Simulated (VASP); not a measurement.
Input of a VASP 6.6.1 run:

File INCAR:

```
PREC = Accurate ; ENCUT = 520
EDIFF = 1E-6 ; ISMEAR = -1
SIGMA = 0.052 ; LREAL = F
LASPH = T ; NELM = 100
ALGO = Normal ; ISIF = 2
LWAVE = F ; LCHARG = T
GGA = PE ; LELF = T
LVHAR = T ; NBANDS = 24
```

Contents of KPOINTS:

```
regular mesh
0
Gamma
  6 6 2
```

POSCAR

```
KI
1.0
    6.0394507995      0.0000000000      0.0000000000
   -3.0197253998      5.2303178172      0.0000000000
    0.0000000000      0.0000000000      7.0391247621
K I
2 2
Direct
    0.3203401861      0.6466620420     -0.0666648221
    0.6655438187      0.3266969732      0.4351290968
    0.3413676975      0.6812981781      0.4449925390
    0.6677036847      0.3265162959      0.9350700865
```

Potentials or basis: VASP PAW PBE potentials, release 64 (K_sv, I).

Command:

```bash
$ cat potpaw_PBE.64/K_sv/POTCAR potpaw_PBE.64/I/POTCAR > POTCAR
$ mpirun -np 1 vasp_std > vasp.out
```

Question: Predict the band gap on the k mesh.

Answer: 3.78 eV, direct.

Question: Predict the pressure.

Answer: 0.3 GPa.

Question: Estimate the largest force.

Answer: 0.192 eV/Å.

Stress tensor (GPa, compression positive):
```
 0.19  0.08  0.00
 0.08  0.36 -0.02
 0.00 -0.02  0.41
```

Caveat: the k points lie up to 0.45 Å⁻¹ apart; spin-orbit coupling is left out, which moves the levels of the heavy elements. A hybrid or GW would open this gap; PBE tends to underestimate it.
